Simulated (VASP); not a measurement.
A run of VASP 6.6.1 is set up as follows.

Contents of INCAR:

```
SYSTEM = Si16N
PREC = Accurate
ENCUT = 520
EDIFF = 1E-6
ISMEAR = -1
SIGMA = 0.02
LREAL = Auto
LASPH = .True.
NELM = 150
ALGO = Normal
ISIF = 2
LWAVE = .False.
LCHARG = .True.
ISPIN = 2
MAGMOM = 0 0 0 0 0 0 0 0 0 0 0 0 0 0 0 0 1
LORBIT = 11
GGA = PE
LELF = .True.
LVHAR = .True.
NBANDS = 52
```

Contents of KPOINTS:

```
regular mesh
0
Gamma
  2 2 2
  0 0 0
```

POSCAR

```
Si16N
1.0
    0.0000000000      5.4300000000      5.4300000000
    5.4300000000      0.0000000000      5.4300000000
    5.4300000000      5.4300000000      0.0000000000
Si N
16 1
Direct
   -0.0095211786      0.0332044199      0.0035359116
    0.0964732965      0.2004696133      0.0967863720
    0.0655156538      0.0016114180      0.4716850829
    0.1790239411      0.1125414365      0.6205709024
   -0.0555524862      0.5540791897     -0.0328637201
    0.1008195212      0.6474861878      0.1247974217
   -0.0521362799      0.4648802947      0.4773480663
    0.1136832413      0.5099815838      0.6358931860
    0.4979281768      0.0702854512     -0.0393830571
    0.6352025783      0.1528268877      0.0873572744
    0.5539963168      0.0411602210      0.4654696133
    0.6832136280      0.1849079190      0.5902302026
    0.4848526703      0.5329558011     -0.0216850829
    0.5795303867      0.6953867403      0.0998618785
    0.4815930018      0.5528084715      0.4745948435
    0.6006629834      0.6692449355      0.6047145488
    0.1784806630      0.7244290976      0.5423296501
```

Potentials or basis: VASP PAW PBE potentials, release 64 (Si, N).

Command:

```bash
$ cat potpaw_PBE.64/Si/POTCAR potpaw_PBE.64/N/POTCAR > POTCAR
$ mpirun -np 1 vasp_std > vasp.out
```

Question: Predict the pressure.

Answer: 2.5 GPa.

Question: Predict the net moment.

Answer: 0.04 μB per cell.

Question: What does it give for the largest force?

Answer: 2.439 eV/Å.

Stress tensor (GPa, compression positive):
```
1.98 0.36 0.60
0.36 1.34 0.14
0.60 0.14 4.26
```

Caveat: the k points lie up to 0.50 Å⁻¹ apart; the atoms stand as in a frame of molecular dynamics.
